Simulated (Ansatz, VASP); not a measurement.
## Al in VASP and in Ansatz

```xyz
1
Lattice="-1.5697 1.5697 1.5697 1.5697 -1.5697 1.5697 1.5697 1.5697 -1.5697" Properties=species:S:1:pos:R:3 pbc="T T T"
Al    0.0000    0.0000    0.0000
```

Alike in both runs: task single point; functional PBE0; k mesh 6 × 6 × 6; occupations fermi-dirac, width 0.05 eV; no spin polarisation.

|  | VASP | Ansatz |
| --- | --- | --- |
| version | VASP 6.6.1 | Ansatz 0.2.0 |
| potentials or method | VASP PAW PBE potentials, release 64 (Al) | Ansatz PAW |
| plane-wave cutoff (eV) | 400 | 420 |
| valence electrons in the cell | 3 | 3 |

|  | VASP | Ansatz | Ansatz less VASP |
| --- | --- | --- | --- |
| gap on the k mesh at the Fermi level (eV) | none | none | - |
| pressure (GPa) | 7.3 | 7.3 | +0.03 |

A gap of «none» marks a metal or a gap that the smearing closes. The functional is the same, so the differences come from potentials, cutoffs and numerics.

The k mesh is coarse, so the values compare programs but aren't converged.
